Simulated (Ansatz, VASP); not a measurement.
## Pb in VASP and in Ansatz

File INCAR:

```
  PREC = Accurate
  ENCUT = 500
  EDIFF = 1E-7
  ISMEAR = -1
  SIGMA = 0.05
  LREAL = F
  LASPH = T
  NELM = 120
  ALGO = Normal
  ISIF = 3
  LWAVE = F
  LCHARG = F
  GGA = CA
  IBRION = 2
  NSW = 60
  EDIFFG = -0.005
  GGA_COMPAT = F
  NELMIN = 4
```

Contents of KPOINTS:

```
Automatic mesh
0
Gamma
  14 14 8
```

The input POSCAR:

```
Pb
1.0
    3.4564023515      0.0000000000      0.0000000000
   -1.7282011757      2.9933322421      0.0000000000
    0.0000000000      0.0000000000      5.5993718094
Pb
2
Direct
    0.3333333333      0.6666666667      0.2500000000
    0.6666666667      0.3333333333      0.7500000000
```

Input for Ansatz:

```yaml
crystal:
  lattice:
    - [3.4564023515, 0.0, 0.0]
    - [-1.7282011757, 2.9933322421, 0.0]
    - [0.0, 0.0, 5.5993718094]
  atoms:
    - { symbol: Pb, position: [0.3333333333, 0.6666666667, 0.25] }
    - { symbol: Pb, position: [0.6666666667, 0.3333333333, 0.75] }
kpoints:
  mp_grid: { grid: [14, 14, 8] }
scf:
  occupations: { method: fermi_dirac, width: 0.05 }
hamiltonian:
  xc: lda
  pseudopotentials: { kind: paw }
output:
  forces: true
  stress: true
  write_density: true
  write_potential: true
  elf: true
  volumetric_format: npy
relax:
  f_tol: 0.005
  max_steps: 40
  cell: {}
```

Alike in both runs: task relaxation of cell and atoms; functional LDA; k mesh 14 × 14 × 8; occupations fermi-dirac, width 0.05 eV; no spin polarisation.

|  | VASP | Ansatz |
| --- | --- | --- |
| version | VASP 6.6.1 | Ansatz 0.2.0 |
| potentials or method | VASP PAW LDA potentials, release 64 (Pb_d) | PAW with Ansatz's default frozen-core files, scalar-relativistic |
| plane-wave cutoff (eV) | 500 | 420 |
| valence electrons in the cell | 28 | 28 |

```csv
,VASP,Ansatz,Ansatz less VASP
relaxed volume (Å³/atom),28.87,28.83,-0.038
relaxed length of the cell vector where the two differ most in proportion (Å),5.712,5.704,-0.0079
```

LDA's correlation is that of Perdew and Zunger in VASP and of Perdew and Wang (1992) in Ansatz.

Neither program's run includes spin-orbit coupling.
